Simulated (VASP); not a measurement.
# Mg3ZrN (P-6m2) in VASP: notebook, part 2 of 2

VASP 6.6.1. Earlier steps stand in the parts before.

### Step 3. Single point, PBE

This run uses another cell than the first one, of 18.67 Å³/atom.

Contents of INCAR:

```
  PREC = Accurate
  ENCUT = 520
  EDIFF = 1E-7
  ISMEAR = 0
  SIGMA = 0.1
  LREAL = False
  LASPH = True
  NELM = 80
  ALGO = Normal
  ISIF = 2
  LWAVE = False
  LCHARG = False
  GGA = PE
  NBANDS = 20
```

Contents of KPOINTS:

```
regular mesh
0
Gamma
  12 12 4
```

Contents of POSCAR:

```
Mg3ZrN
1.0
    3.3847039927      0.0000000000      0.0000000000
   -1.6923519963      2.9312396420      0.0000000000
    0.0000000000      0.0000000000      9.4111403710
Mg Zr N
3 1 1
Direct
    0.6666666667      0.3333333333      0.2344677686
    0.6666666667      0.3333333333      0.7655322314
    0.0000000000      0.0000000000      0.0000000000
    0.0000000000      0.0000000000      0.5000000000
    0.3333333333      0.6666666667      0.0000000000
```

Potentials or basis: VASP PAW PBE potentials, release 64 (Mg, Zr_sv, N).

Run with:

```
> cat potpaw_PBE.64/Mg/POTCAR potpaw_PBE.64/Zr_sv/POTCAR potpaw_PBE.64/N/POTCAR > POTCAR
> mpirun -np 1 vasp_std > vasp.out
```

OUTCAR:

```text
PREC = Accurate
   ENCUT = 520
   EDIFF = 1E-7
   ISMEAR = 0
   LREAL = False
   LASPH = True
   NELM = 80
   ISIF = 2
   GGA = PE

 ion  position               nearest neighbor table
   1  0.667  0.333  0.234-   3 2.95   3 2.95   3 2.95   4 3.17   4 3.17   4 3.17
   2  0.667  0.333  0.766-   3 2.95   3 2.95   3 2.95   4 3.17   4 3.17   4 3.17
   3  0.000  0.000  0.000-   5 1.95   5 1.95   5 1.95   1 2.95   2 2.95   2 2.95   1 2.95   2 2.95
                             1 2.95
   4  0.000  0.000  0.500-   1 3.17   2 3.17   1 3.17   2 3.17   1 3.17   2 3.17
   5  0.333  0.667  0.000-   3 1.95   3 1.95   3 1.95

  LATTYP: Found a hexagonal cell.
 ALAT       =     3.3847039927
 C/A-ratio  =     2.7804914082

  Lattice vectors:

 A1 = (   3.3847039927,   0.0000000000,   0.0000000000)
 A2 = (  -1.6923519963,   2.9312396420,   0.0000000000)
 A3 = (   0.0000000000,   0.0000000000,   9.4111403710)

Analysis of symmetry for initial positions (statically):
=====================================================================
 Subroutine PRICEL returns:
 Original cell was already a primitive cell.

 Routine SETGRP: Setting up the symmetry group for a
 hexagonal supercell.

 Subroutine GETGRP returns: Found 12 space group operations
 (whereof 12 operations were pure point group operations)
 out of a pool of 24 trial point group operations.

The static configuration has the point symmetry D_3h.

Analysis of symmetry for dynamics (positions and initial velocities):
=====================================================================
 Subroutine PRICEL returns:
 Original cell was already a primitive cell.

 Routine SETGRP: Setting up the symmetry group for a
 hexagonal supercell.

 Subroutine GETGRP returns: Found 12 space group operations
 (whereof 12 operations were pure point group operations)
 out of a pool of 24 trial point group operations.

The dynamic configuration has the point symmetry D_3h.
[... 124 lines left out ...]
     AMIX     =   0.40;   BMIX     =  1.00
     AMIX_MAG =   1.60;   BMIX_MAG =  1.00
  volume/ion in A,a.u.               =      18.67       126.02
  Fermi-wavevector in a.u.,A,eV,Ry     =   1.026233  1.939299 14.329035  1.053154
  Thomas-Fermi vector in A             =   2.160115
   LORBIT       =      0    0 simple, 1 ext, 2 COOP (PROOUT), +10 PAW based schemes
   GGA     = PE    functional components
   LHFCALC =     F    Hartree Fock is set to
   AEXX    =    0.0000 exact exchange contribution
   IVDW    =     0    specifies the selected vdW correction
   LEPSILON=     F    determine dielectric tensor
   LRPA    =     F    only Hartree local field effects (RPA)
 non-spin polarized calculation
 Gauss-broadening in eV      SIGMA  =   0.10
  energy-cutoff  :      520.00
  volume of cell :       93.37
 maximum number of plane-waves:      2543
 NGX is ok and might be reduce to    28
   NGX = 13   NGY = 13   NGZ = 35

 number of electron      23.0000000 magnetization

 Free energy of the ion-electron system (eV)
  ---------------------------------------------------
  ext. energy  EPLUGINS =         0.00000000
  ---------------------------------------------------
  free energy    TOTEN  =       -21.14208183 eV

  energy without entropy =      -21.12291457  energy(sigma->0) =      -21.13249820

 E-fermi :   4.4221     XC(G=0):  -9.5429

 val. band max:        4.4095119055   @ k =   0.3333   0.2500   0.0000
 cond. band min:       4.4486688962   @ k =   0.2500   0.2500   0.5000
 fundamental gap:      0.0391569906
 Fermi energy:         4.4221142722

 k-point     1 :       0.0000    0.0000    0.0000
  band No.  band energies     occupation
      1     -44.6110      2.00000
      2     -22.7088      2.00000
      3     -22.3403      2.00000
      4     -22.3403      2.00000
      5      -9.4100      2.00000
      6      -1.1328      2.00000
[... 541 lines left out ...]
     19       9.4577      0.00000
     20      10.5165      0.00000

 [... further k-points ...]

------------------------ aborting loop because EDIFF is reached ----------------------------------------

  FORCE on cell =-STRESS in cart. coord.  units (eV):
  Direction    XX          YY          ZZ          XY          YZ          ZX
  --------------------------------------------------------------------------------------
  -------------------------------------------------------------------------------------
  Total       -0.0018723     -0.0018723     -0.0754049     -0.0000000     -0.0000000      0.0000000
  in kB       -0.0321274     -0.0321274     -1.2938849     -0.0000000     -0.0000000      0.0000000
  external PRESSURE =      -0.4527132 kB  Pullay stress =       0.0000000 kB

 VOLUME and BASIS-vectors are now :
 -----------------------------------------------------------------------------
  energy-cutoff  :      520.00
  volume of cell :       93.37
      direct lattice vectors                 reciprocal lattice vectors
     3.384703993  0.000000000  0.000000000     0.295446811  0.170576296  0.000000000
    -1.692351996  2.931239642  0.000000000     0.000000000  0.341152591  0.000000000
     0.000000000  0.000000000  9.411140371     0.000000000  0.000000000  0.106257049

 POSITION                                       TOTAL-FORCE (eV/Angst)
 -----------------------------------------------------------------------------------
      1.69235      0.97708      2.20661        -0.000000     -0.000000     -0.002952
      1.69235      0.97708      7.20453         0.000000     -0.000000      0.002952
      0.00000      0.00000      0.00000         0.000000     -0.000000      0.000000
      0.00000      0.00000      4.70557        -0.000000     -0.000000      0.000000
     -0.00000      1.95416      0.00000        -0.000000      0.000000      0.000000
 -----------------------------------------------------------------------------------
    total drift:                                0.000001     -0.000001     -0.000000

  FREE ENERGIE OF THE ION-ELECTRON SYSTEM (eV)
  ---------------------------------------------------
  free  energy   TOTEN  =       -21.1420818301 eV

  energy  without entropy=      -21.1229145685  energy(sigma->0) =      -21.13249820
```

OSZICAR:

```text
N       E                     dE             d eps       ncg     rms          rms(c)
DAV:   1     0.136550988598E+03    0.13655E+03   -0.10233E+04  2304   0.966E+02
DAV:   2    -0.124349273175E+02   -0.14899E+03   -0.14427E+03  2856   0.247E+02
DAV:   3    -0.250822460474E+02   -0.12647E+02   -0.12527E+02  3888   0.605E+01
DAV:   4    -0.255592445661E+02   -0.47700E+00   -0.47545E+00  2908   0.977E+00
DAV:   5    -0.255778909848E+02   -0.18646E-01   -0.18645E-01  3268   0.139E+00    0.123E+01
DAV:   6    -0.220063480905E+02    0.35715E+01   -0.25531E+01  2952   0.225E+01    0.707E+00
DAV:   7    -0.212565741324E+02    0.74977E+00   -0.60208E+00  2816   0.874E+00    0.295E+00
DAV:   8    -0.211753081838E+02    0.81266E-01   -0.54516E-01  2780   0.375E+00    0.130E+00
DAV:   9    -0.211438355837E+02    0.31473E-01   -0.80664E-02  2680   0.141E+00    0.538E-01
DAV:  10    -0.211423701735E+02    0.14654E-02   -0.99166E-03  2832   0.609E-01    0.177E-01
DAV:  11    -0.211420935689E+02    0.27660E-03   -0.20330E-03  2640   0.293E-01    0.510E-02
DAV:  12    -0.211420847948E+02    0.87741E-05   -0.20938E-04  2768   0.683E-02    0.201E-02
DAV:  13    -0.211420819435E+02    0.28512E-05   -0.21506E-05  2980   0.249E-02    0.381E-03
DAV:  14    -0.211420817883E+02    0.15523E-06   -0.27613E-06  2584   0.901E-03    0.180E-03
DAV:  15    -0.211420818301E+02   -0.41817E-07   -0.53863E-07  2696   0.337E-03
   1 F= -.21142082E+02 E0= -.21132498E+02  d E =-.191673E-01
```

stdout:

```text
POSCAR found type information on POSCAR MgZrN
 POSCAR found :  3 types and       5 ions
 scaLAPACK will be used
 LDA part: xc-table for (Slater+PW92), standard interpolation
 POSCAR, INCAR and KPOINTS ok, starting setup
 FFT: planning ... GRIDC
 FFT: planning ... GRID_SOFT
 FFT: planning ... GRID
 WAVECAR not read
 entering main loop
```

Run time: 2.2 min. Hardware: 1 thread of Intel Xeon 8259CL, shared host; peak memory 0.3 GiB.

What came out:

- Free energy: -21.1421 eV
- Pressure: 0.0 GPa
- Band gap on the k mesh: zero (an odd number of electrons rules out a gap without spin polarisation)

Forces in eV/Å, atoms in the order of the input:
```
Mg   0.000  0.000 -0.003
Mg   0.000  0.000  0.003
Mg   0.000  0.000  0.000
Zr   0.000  0.000  0.000
N    0.000  0.000  0.000
```

### Step 4. Relaxation of cell and atoms, PBE

This run uses another cell than the first one, of 18.68 Å³/atom.

Contents of INCAR:

```
ALGO = Normal
EDIFF = 1E-7
EDIFFG = -0.01
ENCUT = 600
GGA = PE
IBRION = 2
ISIF = 3
ISMEAR = 0
LASPH = T
LCHARG = F
LREAL = F
LWAVE = F
NELM = 80
NSW = 100
PREC = Accurate
SIGMA = 0.1
```

Contents of KPOINTS:

```
k-points
0
Gamma
  12 12 4
```

Contents of POSCAR:

```
Mg3ZrN
1.0
    3.3831450721      0.0000000000      0.0000000000
   -1.6915725360      2.9298895771      0.0000000000
    0.0000000000      0.0000000000      9.4248158817
Mg Zr N
3 1 1
Direct
    0.6666666667      0.3333333333      0.2347663163
    0.6666666667      0.3333333333      0.7652336837
    0.0000000000      0.0000000000      0.0000000000
    0.0000000000      0.0000000000      0.5000000000
    0.3333333333      0.6666666667      0.0000000000
```

Potentials or basis: VASP PAW PBE potentials, release 64 (Mg, Zr_sv, N).

Run with:

```
> cat potpaw_PBE.64/Mg/POTCAR potpaw_PBE.64/Zr_sv/POTCAR potpaw_PBE.64/N/POTCAR > POTCAR
> mpirun -np 1 vasp_std > vasp.out
```

OUTCAR:

```text
EDIFF = 1E-7
   EDIFFG = -0.01
   ENCUT = 600
   GGA = PE
   IBRION = 2
   ISIF = 3
   ISMEAR = 0
   LASPH = T
   LREAL = F
   NELM = 80
   NSW = 100
   PREC = Accurate

 ion  position               nearest neighbor table
   1  0.667  0.333  0.235-   3 2.95   3 2.95   3 2.95   4 3.17   4 3.17   4 3.17
   2  0.667  0.333  0.765-   3 2.95   3 2.95   3 2.95   4 3.17   4 3.17   4 3.17
   3  0.000  0.000  0.000-   5 1.95   5 1.95   5 1.95   1 2.95   2 2.95   2 2.95   1 2.95   2 2.95
                             1 2.95
   4  0.000  0.000  0.500-   1 3.17   2 3.17   1 3.17   2 3.17   1 3.17   2 3.17
   5  0.333  0.667  0.000-   3 1.95   3 1.95   3 1.95

  LATTYP: Found a hexagonal cell.
 ALAT       =     3.3831450721
 C/A-ratio  =     2.7858148796

  Lattice vectors:

 A1 = (   3.3831450721,   0.0000000000,   0.0000000000)
[... 365 lines left out ...]
      6      -1.1250      2.00000
      7      -0.9989      2.00000
      8       2.0995      2.00000
      9       2.7354      2.00000
     10       3.0146      2.00000
     11       3.0146      2.00000
     12       5.1114      0.00000
     13       5.6010      0.00000
     14       5.6010      0.00000
[... 401 lines left out ...]
      2     -22.6467      2.00000
      3     -22.6464      2.00000
      4     -22.4021      2.00000
      5      -8.7791      2.00000
      6       0.0125      2.00000
      7       0.2911      2.00000
      8       1.5897      2.00000
      9       2.6451      2.00000
     10       2.6567      2.00000
     11       3.6976      2.00000
     12       4.7371      0.00002
     13       4.9079      0.00000
     14       6.5214      0.00000
     15       6.7215      0.00000

 [... further k-points ...]

------------------------ aborting loop because EDIFF is reached ----------------------------------------

  FORCE on cell =-STRESS in cart. coord.  units (eV):
  Direction    XX          YY          ZZ          XY          YZ          ZX
  --------------------------------------------------------------------------------------
  -------------------------------------------------------------------------------------
  Total        0.0000210      0.0000210      0.0078817      0.0000000      0.0000000      0.0000000
  in kB        0.0003609      0.0003609      0.1354343      0.0000000      0.0000000      0.0000000
  external PRESSURE =       0.0453853 kB  Pullay stress =       0.0000000 kB
[... 20 lines left out ...]
  FREE ENERGIE OF THE ION-ELECTRON SYSTEM (eV)
  ---------------------------------------------------
  free  energy   TOTEN  =       -21.1436223526 eV

  energy  without entropy=      -21.1245510336  energy(sigma->0) =      -21.13408669

 reached required accuracy - stopping structural energy minimisation
```

CONTCAR:

```text
Mg3ZrN
   1.00000000000000
     3.3848277054087959    0.0000000000000287   -0.0000000000000000
    -1.6924138526543482    2.9313467802906166    0.0000000000000000
     0.0000000000000000   -0.0000000000000000    9.3971823272277319
  Mg              Zr              N
     3     1     1
Direct
     0.6666666667000030    0.3333333332999970    0.2345365082345847
     0.6666666667000030    0.3333333332999970    0.7654634917654153
     1.0000000000000000    0.0000000000000000    1.0000000000000000
     0.0000000000000000    1.0000000000000000    0.5000000000000000
     0.3333333332999970    0.6666666667000030    0.0000000000000000

  0.00000000E+00  0.00000000E+00  0.00000000E+00
  0.00000000E+00  0.00000000E+00  0.00000000E+00
  0.00000000E+00  0.00000000E+00  0.00000000E+00
  0.00000000E+00  0.00000000E+00  0.00000000E+00
  0.00000000E+00  0.00000000E+00  0.00000000E+00
```

Wall time 5.7 min (1 thread of Intel Xeon 8259CL, shared host); peak memory 0.34 GiB.

What came out:

| Quantity | Value |
| --- | --- |
| Free energy | -21.1436 eV |
| Relaxed volume | 18.65 Å³/atom |
| Relaxed cell | a = 3.385 Å, b = 3.385 Å, c = 9.397 Å, α = 90.00°, β = 90.00°, γ = 120.00° |
| Space group after relaxing (to 0.1 Å) | P-6m2 (No. 187) |
| Energy gained by relaxing | 0.1 meV/atom |
| Ionic steps | 5 |
| Pressure after relaxing | 0.0 GPa |
| Largest force after relaxing | 0.009 eV/Å |
| Band gap on the k mesh | zero (an odd number of electrons rules out a gap without spin polarisation) |

Forces on the atoms (eV/Å):
```
Mg   0.000  0.000 -0.009
Mg   0.000  0.000  0.009
Mg   0.000  0.000  0.000
Zr   0.000  0.000  0.000
N    0.000  0.000  0.000
```

Step by step:
| step | energy change (eV) | largest force (eV/Å) | pressure (GPa) | volume (Å³) |
| --- | --- | --- | --- | --- |
| 1 | 0.0000 | 0.0142 | -0.05 | 93.42 |
| 2 | -0.0002 | 0.0137 | -0.03 | 93.34 |
| 3 | -0.0003 | 0.0131 | -0.01 | 93.27 |
| 4 | -0.0003 | 0.0131 | -0.01 | 93.26 |
| 5 | -0.0003 | 0.0093 | 0.00 | 93.24 |

Final structure:
```cif
data_structure
_symmetry_space_group_name_H-M 'P 1'
_symmetry_Int_Tables_number 1
_cell_length_a 3.3848
_cell_length_b 3.3848
_cell_length_c 9.3972
_cell_angle_alpha 90.000
_cell_angle_beta 90.000
_cell_angle_gamma 120.000
_cell_volume 93.24
loop_
_atom_site_label
_atom_site_type_symbol
_atom_site_fract_x
_atom_site_fract_y
_atom_site_fract_z
_atom_site_occupancy
Mg1 Mg 0.66667 0.33333 0.23454 1
Mg2 Mg 0.66667 0.33333 0.76546 1
Mg3 Mg 0.00000 0.00000 0.00000 1
Zr1 Zr 0.00000 0.00000 0.50000 1
N1 N 0.33333 0.66667 0.00000 1
```

Levels at points of the mesh, in eV from the Fermi level:
```csv
k point,band 8,band 9,band 10,band 11,band 12,band 13,band 14,band 15
"(0.00, 0.00, 0.00)",-2.33,-1.70,-1.42,-1.42,0.68,1.17,1.17,2.75
"(0.50, 0.00, 0.00)",-2.12,-1.88,-1.63,-0.80,-0.40,-0.29,1.90,2.76
"(0.00, 0.00, 0.50)",-3.78,-1.42,-1.42,-0.99,0.90,1.17,1.17,2.75
"(0.50, 0.00, 0.50)",-2.18,-1.89,-1.88,-0.79,-0.05,-0.02,1.90,2.16
```

### Step 5. Summary

| task | cell | k mesh | cutoff (eV) | gap on the mesh (eV) | pressure (GPa) | relaxed volume (Å³/atom) |
| --- | --- | --- | --- | --- | --- | --- |
| relaxation of cell and atoms | relaxed from a = 4.087, b = 4.087, c = 4.905 Å, angles 90.0, 90.0, 120.0°, 5 atoms, atomic positions A | 6 × 6 × 4 | 600 | none | -0.1 | 17.47 |
| single point | a = 3.385, b = 3.385, c = 9.411 Å, angles 90.0, 90.0, 120.0°, 5 atoms, atomic positions B | 12 × 12 × 4 | 520 | none | 0.0 | - |
| relaxation of cell and atoms | relaxed from a = 3.383, b = 3.383, c = 9.425 Å, angles 90.0, 90.0, 120.0°, 5 atoms, atomic positions B | 12 × 12 × 4 | 600 | none | 0.0 | 18.65 |

Alike in all rows: level PBE; potentials or basis VASP PAW PBE potentials, release 64 (Mg, Zr_sv, N); no spin polarisation; smearing gaussian 0.1 eV.

Caveats: the volume moved by over 15 % at a fixed basis, so the end points are rough (at least some runs).

Absolute energies hang on the potentials; compare differences alone.
